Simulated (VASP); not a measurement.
# AgCl (I4mm) in VASP: notebook

AgCl is run at these levels: r2SCAN; tasks: single point.

Everything below comes from runs of VASP 6.6.1. Logs are shortened: lines on timing, memory, paths and dates and some standing lists are left out, and cuts for length are marked.

## Step 1: The cell of the first run

It takes space group I4mm (No. 107, tetragonal). The conventional cell has a = 3.922 Å, b = 3.922 Å, c = 5.546 Å, α = 90.00°, β = 90.00°, γ = 90.00°. Ag (site symmetry 4mm) has 6 Cl at 2.67 to 2.87 Å within 3.5 Å. Cl (site symmetry 4mm) has 6 Ag at 2.67 to 2.87 Å within 3.5 Å.

## Step 2: Single point, r2SCAN

Contents of POSCAR:

```
AgCl
1.0
    0.0000000000      2.7731500000      2.7731500000
    2.7731500000      0.0000000000      2.7731500000
    2.7731500000      2.7731500000      0.0000000000
Ag Cl
1 1
Direct
    0.5180300380      0.5180300380      0.4819699620
    0.0000000000      0.0000000000      0.0000000000
```

Contents of INCAR.step1:

```
PREC = Accurate
ENCUT = 520
ISMEAR = 0
SIGMA = 0.05
LREAL = F
LASPH = T
NELM = 60
NBANDS = 16
GGA = PE
ALGO = Normal
EDIFF = 1E-4
LWAVE = T
LCHARG = F
```

Contents of INCAR.step2:

```
PREC = Accurate
ENCUT = 520
EDIFF = 1E-7
ISMEAR = 0
SIGMA = 0.05
LREAL = F
LASPH = T
NELM = 60
ALGO = Normal
ISIF = 2
LWAVE = F
LCHARG = F
METAGGA = R2SCAN
LMIXTAU = T
NBANDS = 16
ISTART = 1
```

Contents of KPOINTS:

```
regular mesh
0
Gamma
  8 8 8
```

Potentials or basis: VASP PAW PBE potentials, release 64 (Ag, Cl).

On the command line:

```bash
cat potpaw_PBE.64/Ag/POTCAR potpaw_PBE.64/Cl/POTCAR > POTCAR
cp INCAR.step1 INCAR
mpirun -np 1 vasp_std > vasp.out
cp INCAR.step2 INCAR
mpirun -np 1 vasp_std > vasp.out
```

OUTCAR:

```text
PREC = Accurate
   ENCUT = 520
   EDIFF = 1E-7
   ISMEAR = 0
   LREAL = F
   LASPH = T
   NELM = 60
   ISIF = 2
   METAGGA = R2SCAN
   ISTART = 1

 ion  position               nearest neighbor table
   1  0.518  0.518  0.482-   2 2.67   2 2.77   2 2.77   2 2.77   2 2.77   2 2.87
   2  0.000  0.000  0.000-   1 2.67   1 2.77   1 2.77   1 2.77   1 2.77   1 2.87

  LATTYP: Found a face centered cubic cell.
 ALAT       =     5.5463000000

  Lattice vectors:

 A1 = (   0.0000000000,   2.7731500000,   2.7731500000)
 A2 = (   2.7731500000,   0.0000000000,   2.7731500000)
 A3 = (   2.7731500000,   2.7731500000,   0.0000000000)

Analysis of symmetry for initial positions (statically):
=====================================================================
 Subroutine PRICEL returns:
 Original cell was already a primitive cell.

 Routine SETGRP: Setting up the symmetry group for a
 face centered cubic supercell.

 Subroutine GETGRP returns: Found  8 space group operations
 (whereof  8 operations were pure point group operations)
 out of a pool of 48 trial point group operations.

The static configuration has the point symmetry C_4v.

Analysis of symmetry for dynamics (positions and initial velocities):
=====================================================================
 Subroutine PRICEL returns:
 Original cell was already a primitive cell.

 Routine SETGRP: Setting up the symmetry group for a
 face centered cubic supercell.

 Subroutine GETGRP returns: Found  8 space group operations
 (whereof  8 operations were pure point group operations)
 out of a pool of 48 trial point group operations.

The dynamic configuration has the point symmetry C_4v.

 Subroutine INISYM returns: Found  8 space group operations
 (whereof  8 operations are pure point group operations),
 and found     1 'primitive' translations

----------------------------------------------------------------------------------------

                                     Primitive cell

  volume of cell :      42.6530

  direct lattice vectors                    reciprocal lattice vectors
     0.000000000  2.773150000  2.773150000    -0.180300380  0.180300380  0.180300380
     2.773150000  0.000000000  2.773150000     0.180300380 -0.180300380  0.180300380
     2.773150000  2.773150000  0.000000000     0.180300380  0.180300380 -0.180300380

  length of vectors
     3.921826340  3.921826340  3.921826340     0.312289420  0.312289420  0.312289420

  position of ions in fractional coordinates (direct lattice)
     0.518030038  0.518030038  0.481969962
     0.000000000  0.000000000  0.000000000

  ion indices of the primitive-cell ions
   primitive index   ion index
                 1           1
                 2           2

----------------------------------------------------------------------------------------

 KPOINTS: regular mesh

Automatic generation of k-mesh.
 Grid dimensions read from file:
 generate k-points for:    8    8    8

 Generating k-lattice:

  Cartesian coordinates                     Fractional coordinates (reciprocal lattice)
    -0.022537548  0.022537548  0.022537548     0.125000000  0.000000000  0.000000000
     0.022537548 -0.022537548  0.022537548     0.000000000  0.125000000  0.000000000
     0.022537548  0.022537548 -0.022537548     0.000000000  0.000000000  0.125000000

  Length of vectors
     0.039036177  0.039036177  0.039036177

  Shift w.r.t. Gamma in fractional coordinates (k-lattice)
     0.000000000  0.000000000  0.000000000

 Subroutine IBZKPT returns following result:
 ===========================================

 Found     59 irreducible k-points:

 Following reciprocal coordinates:
            Coordinates               Weight
  0.000000  0.000000  0.000000      1.000000
  0.125000  0.000000  0.000000      8.000000
  0.250000  0.000000  0.000000      8.000000
  0.375000  0.000000  0.000000      8.000000
  0.500000  0.000000  0.000000      4.000000
  0.125000  0.125000  0.000000      2.000000
[... 16 lines left out ...]
  0.000000  0.375000  0.250000     16.000000
  0.500000  0.250000  0.000000      8.000000
 [... further k-points ...]
   k-points           NKPTS =     59   k-points in BZ     NKDIM =     59   number of bands    NBANDS=     16
   number of dos      NEDOS =    301   number of ions     NIONS =      2
   total plane-waves  NPLWV =  27000
   dimension x,y,z NGX =    30 NGY =   30 NGZ =   30
   dimension x,y,z NGXF=    60 NGYF=   60 NGZF=   60
   ions per type =               1   1
   NGX,Y,Z   is equivalent  to a cutoff of  12.72, 12.72, 12.72 a.u.
   NGXF,Y,Z  is equivalent  to a cutoff of  25.43, 25.43, 25.43 a.u.
 SYSTEM =  unknown system
   PREC   = accura    normal or accurate (medium, high low for compatibility)
   ISTART =      1    job   : 0-new  1-cont  2-samecut
   ICHARG =      0    charge: 1-file 2-atom 10-const
   ISPIN  =      1    spin polarized calculation?
   LNONCOLLINEAR =      F non collinear calculations
   LSORBIT =      F    spin-orbit coupling
   LASPH  =      T    aspherical Exc in radial PAW
   ENCUT  =  520.0 eV  38.22 Ry    6.18 a.u.   7.29  7.29  7.29*2*pi/ulx,y,z
   NELM   =     60;   NELMIN=  2; NELMDL=  0     # of ELM steps
   EDIFF  = 0.1E-06   stopping-criterion for ELM
   LREAL  =      F    real-space projection
   EDIFFG = 0.1E-05   stopping-criterion for IOM
   NSW    =      0    number of steps for IOM
   IBRION =     -1    ionic relax: 0-MD 1-quasi-New 2-CG
   NFREE  =      0    steps in history (QN), initial steepest desc. (CG)
   ISIF   =      2    stress and relaxation
   ISYM   =      2    0-nonsym 1-usesym 2-fastsym
   POTIM  = 0.5000    time-step for ionic-motion
   TEBEG  =    0.0;   TEEND  =   0.0 temperature during run
   PSTRESS=    0.0 pullay stress
   NELECT =      18.0000    total number of electrons
   NUPDOWN=      -1.0000    fix difference up-down
   EMIN   =  10.00;   EMAX   =-10.00  energy-range for DOS
   EFERMI =   0.00;   METHOD = LEGACY
   ISMEAR =     0;   SIGMA  =   0.05  broadening in eV -4-tet -1-fermi 0-gaus
   EFERMI_NEDOS =   21; number of points for ismear=-14 and -15
   IALGO  =     38    algorithm
   IMIX   =      4    mixing-type and parameters
     AMIX     =   0.40;   BMIX     =  1.00
     AMIX_MAG =   1.60;   BMIX_MAG =  1.00
  volume/ion in A,a.u.               =      21.33       143.92
  Fermi-wavevector in a.u.,A,eV,Ry     =   1.227955  2.320498 20.515850  1.507872
  Thomas-Fermi vector in A             =   2.362898
   LORBIT       =      0    0 simple, 1 ext, 2 COOP (PROOUT), +10 PAW based schemes
   METAGGA = R2SCAN    functional components
   LHFCALC =     F    Hartree Fock is set to
   AEXX    =    0.0000 exact exchange contribution
   IVDW    =     0    specifies the selected vdW correction
   LEPSILON=     F    determine dielectric tensor
   LRPA    =     F    only Hartree local field effects (RPA)
 non-spin polarized calculation
 Gauss-broadening in eV      SIGMA  =   0.05
  energy-cutoff  :      520.00
  volume of cell :       42.65
 maximum number of plane-waves:      1174
 NGX is ok and might be reduce to    30
   NGX = 15   NGY = 15   NGZ = 15

 number of electron      18.0000005 magnetization

 Free energy of the ion-electron system (eV)
  ---------------------------------------------------
  ext. energy  EPLUGINS =         0.00000000
  ---------------------------------------------------
  free energy    TOTEN  =       -28.63659112 eV

  energy without entropy =      -28.63659112  energy(sigma->0) =      -28.63659112

 E-fermi :   3.7757     XC(G=0): -10.5066

 val. band max:        3.5287248604   @ k =   0.5000   0.0000   0.0000
 cond. band min:       4.9620934025   @ k =   0.0000   0.0000   0.0000
 fundamental gap:      1.4333685421
 Fermi energy:         3.7757489023

 k-point     1 :       0.0000    0.0000    0.0000
  band No.  band energies     occupation
      1     -12.2826      2.00000
      2       0.7279      2.00000
      3       0.8807      2.00000
      4       0.8807      2.00000
      5       1.1047      2.00000
      6       1.1559      2.00000
[... 8 lines left out ...]
     15      17.5033      0.00000
     16      17.7863      0.00000

 k-point     2 :       0.1250    0.0000    0.0000
  band No.  band energies     occupation
      1     -12.2233      2.00000
      2       0.1534      2.00000
      3       0.3485      2.00000
      4       0.4385      2.00000
      5       1.1502      2.00000
      6       1.1531      2.00000
[... 8 lines left out ...]
     15      16.2758      0.00000
     16      16.9181      0.00000

 k-point     3 :       0.2500    0.0000    0.0000
  band No.  band energies     occupation
      1     -12.0744      2.00000
      2      -0.7537      2.00000
      3      -0.2277      2.00000
      4      -0.2272      2.00000
      5       1.2757      2.00000
      6       1.2760      2.00000
[... 8 lines left out ...]
     15      16.4285      0.00000
     16      16.7816      0.00000

 k-point     4 :       0.3750    0.0000    0.0000
  band No.  band energies     occupation
      1     -11.9166      2.00000
      2      -1.5156      2.00000
      3      -0.6138      2.00000
      4      -0.5999      2.00000
      5       1.4053      2.00000
      6       1.4062      2.00000
[... 8 lines left out ...]
     15      17.3266      0.00000
     16      17.3277      0.00000

 k-point     5 :       0.5000    0.0000    0.0000
  band No.  band energies     occupation
      1     -11.8483      2.00000
      2      -1.8001      2.00000
      3      -0.7440      2.00000
      4      -0.7282      2.00000
      5       1.4605      2.00000
      6       1.4618      2.00000
[... 8 lines left out ...]
     15      17.9368      0.00000
     16      17.9488      0.00000

 k-point     6 :       0.1250    0.1250    0.0000
  band No.  band energies     occupation
      1     -12.2056      2.00000
      2      -0.2435      2.00000
      3       0.6127      2.00000
      4       0.6128      2.00000
      5       1.0569      2.00000
      6       1.1827      2.00000
[... 8 lines left out ...]
     15      18.0740      0.00000
     16      18.1376      0.00000

 k-point     7 :       0.0000    0.1250    0.1250
  band No.  band energies     occupation
      1     -12.2058      2.00000
      2      -0.2062      2.00000
      3       0.5671      2.00000
      4       0.5948      2.00000
      5       1.0772      2.00000
      6       1.1697      2.00000
[... 8 lines left out ...]
     15      18.0378      0.00000
     16      18.0752      0.00000

 k-point     8 :       0.2500    0.1250    0.0000
  band No.  band energies     occupation
      1     -12.0921      2.00000
      2      -0.8007      2.00000
      3       0.0826      2.00000
      4       0.1502      2.00000
      5       1.1188      2.00000
      6       1.2989      2.00000
[... 8 lines left out ...]
     15      17.6572      0.00000
     16      18.2513      0.00000

 k-point     9 :       0.0000    0.2500    0.1250
  band No.  band energies     occupation
      1     -12.0923      2.00000
      2      -0.7709      2.00000
      3       0.0173      2.00000
      4       0.1827      2.00000
      5       1.1144      2.00000
      6       1.2958      2.00000
[... 8 lines left out ...]
     15      17.6409      0.00000
     16      18.2323      0.00000
[... 172 lines left out ...]
 k-point    19 :       0.0000   -0.1250    0.1250
  band No.  band energies     occupation
      1     -12.1361      2.00000
      2      -0.4657      2.00000
      3      -0.1427      2.00000
      4       0.3423      2.00000
      5       1.1790      2.00000
      6       1.2760      2.00000
[... 8 lines left out ...]
     15      17.0922      0.00000
     16      17.9854      0.00000

 k-point    20 :       0.2500    0.2500    0.0000
  band No.  band energies     occupation
      1     -12.0330      2.00000
      2      -1.0608      2.00000
      3       0.3717      2.00000
      4       0.3717      2.00000
      5       0.9423      2.00000
      6       1.2480      2.00000
[... 8 lines left out ...]
     15      18.6171      0.00000
     16      20.5258      0.00000

 k-point    21 :       0.0000    0.2500    0.2500
  band No.  band energies     occupation
      1     -12.0334      2.00000
      2      -1.0296      2.00000
      3       0.3161      2.00000
      4       0.3311      2.00000
      5       0.9828      2.00000
      6       1.2580      2.00000
[... 8 lines left out ...]
     15      18.5966      0.00000
     16      20.5204      0.00000

 k-point    22 :       0.3750    0.2500    0.0000
  band No.  band energies     occupation
      1     -11.9293      2.00000
      2      -1.2086      2.00000
      3      -0.0654      2.00000
      4       0.0407      2.00000
      5       1.0417      2.00000
      6       1.4311      2.00000
[... 8 lines left out ...]
     15      18.8421      0.00000
     16      20.0144      0.00000

 k-point    23 :       0.0000    0.3750    0.2500
  band No.  band energies     occupation
      1     -11.9295      2.00000
      2      -1.1843      2.00000
      3      -0.1390      2.00000
      4       0.0635      2.00000
      5       1.0424      2.00000
      6       1.4322      2.00000
[... 8 lines left out ...]
     15      18.8359      0.00000
     16      19.9944      0.00000

 k-point    24 :       0.5000    0.2500    0.0000
  band No.  band energies     occupation
      1     -11.8405      2.00000
      2      -1.2162      2.00000
      3      -0.6034      2.00000
      4      -0.3664      2.00000
      5       1.2335      2.00000
      6       1.5097      2.00000
[... 8 lines left out ...]
     15      18.5232      0.00000
     16      19.5213      0.00000

 [... further k-points ...]
[... 5 lines left out ...]
  --------------------------------------------------------------------------------------
  -------------------------------------------------------------------------------------
  Total       -0.0294229     -0.0294229      0.1046593      0.0000000      0.0000000      0.0000000
  in kB       -1.1052146     -1.1052146      3.9313182      0.0000000      0.0000000      0.0000000
  external PRESSURE =       0.5736297 kB  Pullay stress =       0.0000000 kB

 VOLUME and BASIS-vectors are now :
 -----------------------------------------------------------------------------
  energy-cutoff  :      520.00
  volume of cell :       42.65
      direct lattice vectors                 reciprocal lattice vectors
     0.000000000  2.773150000  2.773150000    -0.180300380  0.180300380  0.180300380
     2.773150000  0.000000000  2.773150000     0.180300380 -0.180300380  0.180300380
     2.773150000  2.773150000  0.000000000     0.180300380  0.180300380 -0.180300380

 POSITION                                       TOTAL-FORCE (eV/Angst)
 -----------------------------------------------------------------------------------
      2.77315      2.77315      2.87315         0.000000      0.000000     -0.137341
      0.00000      0.00000      0.00000         0.000000      0.000000      0.137341
 -----------------------------------------------------------------------------------
    total drift:                                0.000003      0.000003      0.000415

  FREE ENERGIE OF THE ION-ELECTRON SYSTEM (eV)
  ---------------------------------------------------
  free  energy   TOTEN  =       -28.6365911239 eV

  energy  without entropy=      -28.6365911239  energy(sigma->0) =      -28.63659112
```

Wall time 92 s (1 thread of AMD EPYC 9R45 (Zen 5), shared host); peak memory 0.17 GiB.

Results:

* Free energy: -28.6366 eV
* Pressure: 0.1 GPa
* Largest force: 0.137 eV/Å
* Band gap on the k mesh: 1.43 eV (least direct gap 3.45 eV)

Forces on the atoms (eV/Å):
```
Ag   0.000  0.000 -0.137
Cl   0.000  0.000  0.137
```

Caveat: the cell differs from its parent crystal (all Ag atoms moved -0.100 Å, as atom 1 towards its neighbour atom 2 (Cl) at 2.773 Å); the PAW data sets were made with another functional, which shifts forces and pressure a little. A k mesh can miss the band edges.

(Continued in part 2 of 2.)
